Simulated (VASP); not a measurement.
Runs of VASP 6.6.1 on Sn. The structure is that of space group Im-3m (No. 229), or close to it. The cells are those of the table. 

```tsv
cell	gap on the mesh (eV)	pressure (GPa)
a = 3.370 Å, angles 108.4, 108.4, 111.6°, 1 atom	none	-4.9
a = 3.326 Å, angles 110.5, 110.5, 107.3°, 1 atom	none	-3.6
a = 3.150 Å, angles 109.5°, 1 atom	none	5.7
a = 3.195 Å, angles 110.6, 110.6, 107.3°, 1 atom	none	(a)
a = 3.019 Å, angles 109.5°, 1 atom	none	(c)
a = 3.238 Å, angles 108.4, 108.4, 111.7°, 1 atom	none	0.1
a = 3.107 Å, angles 108.3, 108.3, 111.8°, 1 atom	none	9.4
a = 3.544 Å, angles 109.5°, 1 atom	none	(b)
a = 3.413 Å, angles 109.5°, 1 atom	none	-6.0
a = 3.063 Å, angles 110.6, 110.6, 107.2°, 1 atom	none	14.0
a = 3.457 Å, angles 110.5, 110.5, 107.4°, 1 atom	none	-6.9
a = 3.501 Å, angles 108.5, 108.5, 111.5°, 1 atom	none	-7.6
```

Alike in all rows: task single point; level PBEsol; potentials or basis VASP PAW PBE potentials, release 64 (Sn_d); no spin polarisation; k mesh 18 × 18 × 18; cutoff (eV) 520; smearing gaussian 0.15 eV.

Q: Estimate the missing entries.

A: (a) 2.7; (b) -8.1; (c) 19.2.

Caveats: the PAW data sets were made with another functional, which shifts forces and pressure a little; spin-orbit coupling is left out, which moves the levels of the heavy elements.

A k mesh can miss the band edges, and the runs leave out spin-orbit coupling on Sn.

A gap of «none» marks levels without a gap at the run's occupations.
